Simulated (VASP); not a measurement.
The system is Eu.

```xyz
1
Lattice="0.0000 2.7893 2.7893 2.7893 0.0000 2.7893 2.7893 2.7893 0.0000" Properties=species:S:1:pos:R:3 pbc="T T T"
Eu    0.0000    0.0000    0.0000
```

This isn't the form of Eu at room conditions, which is bcc.

Base run:

- Program: VASP 6.6.1
- Functional: PBE
- Potentials or basis: VASP PAW PBE potentials, release 64 (Eu)
- Cutoff: 520 eV
- k mesh: 9 × 9 × 9
- Occupations: fermi-dirac, width 0.08 eV
- Spin: collinear spin, ferromagnetic start
- Starting moments: [7.0] μB

Its results: pressure -0.8 GPa; net moment 7.42 μB per cell; site moments Eu +6.70 μB.

Q: After a change of settings the same cell gave: pressure 0.5 GPa; net moment 7.46 μB per cell; site moments Eu +6.79 μB. Which change was it?
A. hubbard terms from none to Eu f U = 6.0 eV
B. further incar settings from ALGO = Normal; EDIFF = 1e-06; NBANDS = 18 to ALGO = Normal; EDIFF = 1e-07; NBANDS = 18; hubbard terms from none to Eu f U = 8.0 eV
C. hubbard terms from none to Eu f U = 3.0 eV

A: C.
